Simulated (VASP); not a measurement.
# MgCdS4: relaxation of cell and atoms with PBE

The system is MgCdS4.

```
Mg Cd S
1.0
     5.91338    0.00000    0.00000
    -2.95669    5.12114    0.00000
     0.00000    0.00000    4.58075
Mg Cd S
1 1 4
Cartesian
  0.0000 0.0000 0.0000
  2.9567 1.7070 0.0000
  0.0000 3.4141 0.0000
  1.5123 4.2872 2.2904
  -1.5123 4.2872 2.2904
  0.0000 1.6678 2.2904
```

| Property | Result |
| --- | --- |
| Program | VASP 6.6.1 |
| Task | relaxation of cell and atoms |
| Functional | PBE |
| Potentials or basis | VASP PAW PBE potentials, release 64 (Mg, Cd, S) |
| Cutoff | 600 eV |
| k mesh | 3 × 3 × 4 |
| Occupations | gaussian, width 0.1 eV |
| Spin | no spin polarisation |
| Dipole correction | no |
| Further INCAR settings | ALGO = Normal; EDIFF = 1e-06; IBRION = 2; EDIFFG = -0.04; NSW = 90; ISIF = 3 |

```json
{
  "Relaxed volume": "20.33 Å³/atom",
  "Relaxed cell": "a = 5.856 Å, b = 5.856 Å, c = 4.106 Å, α = 90.00°, β = 90.00°, γ = 120.00°",
  "Space group after relaxing (to 0.05 Å)": "P-6m2 (No. 187)",
  "Energy gained by relaxing": "76.8 meV/atom",
  "Ionic steps": "9",
  "Pressure after relaxing": "0.0 GPa",
  "Largest force after relaxing": "0.016 eV/Å",
  "Band gap on the k mesh": "zero (band 19 reaches 4.52 eV, above the bottom of band 20 at 3.50 eV)"
}
```

Forces on the atoms (eV/Å):
```
Mg   0.000  0.000  0.000
Cd   0.000  0.000  0.000
S    0.000  0.000  0.000
S    0.014  0.008  0.000
S   -0.014  0.008  0.000
S    0.000 -0.016  0.000
```

Stress tensor (GPa, compression positive):
```
 0.06  0.00  0.00
 0.00  0.06  0.00
 0.00  0.00 -0.16
```

The path:
```
step  energy change (eV)  largest force (eV/Å)  pressure (GPa)  volume (Å³)
   1              0.0000                0.3115           -5.51       138.72
   2             -0.3965                0.0143           -1.17       123.33
   3             -0.4139                0.1142            0.17       120.12
   4             -0.4140                0.1256            0.33       119.76
   5             -0.4324                0.1234            0.35       119.89
   6             -0.4558                0.0647            0.63       120.10
   7             -0.4566                0.0359            0.74       120.13
   8             -0.4597                0.0419           -0.39       122.92
   9             -0.4608                0.0161           -0.01       121.96
```

Final structure:
```
Mg Cd S
1.0
     5.85628    0.00000    0.00000
    -2.92814    5.07168    0.00000
     0.00000    0.00000    4.10616
Mg Cd S
1 1 4
Cartesian
  0.0000 0.0000 0.0000
  2.9281 1.6906 0.0000
  0.0000 3.3811 0.0000
  1.4905 4.2417 2.0531
  -1.4905 4.2417 2.0531
  0.0000 1.6600 2.0531
```

Levels at points of the mesh, in eV from the Fermi level:
```tsv
k point	band 17	band 18	band 19	band 20	band 21	band 22
(0.00, 0.00, 0.00)	-1.53	-1.53	-0.58	0.46	0.98	0.98
(0.00, 0.00, 0.50)	-0.53	0.11	0.39	0.59	0.93	0.93
```

Wall time 2.1 min on 1 thread of AMD EPYC 9R45 (Zen 5), with other jobs on the host, peak memory 0.29 GiB.

Caveat: the k points lie up to 0.41 Å⁻¹ apart in the final cell.
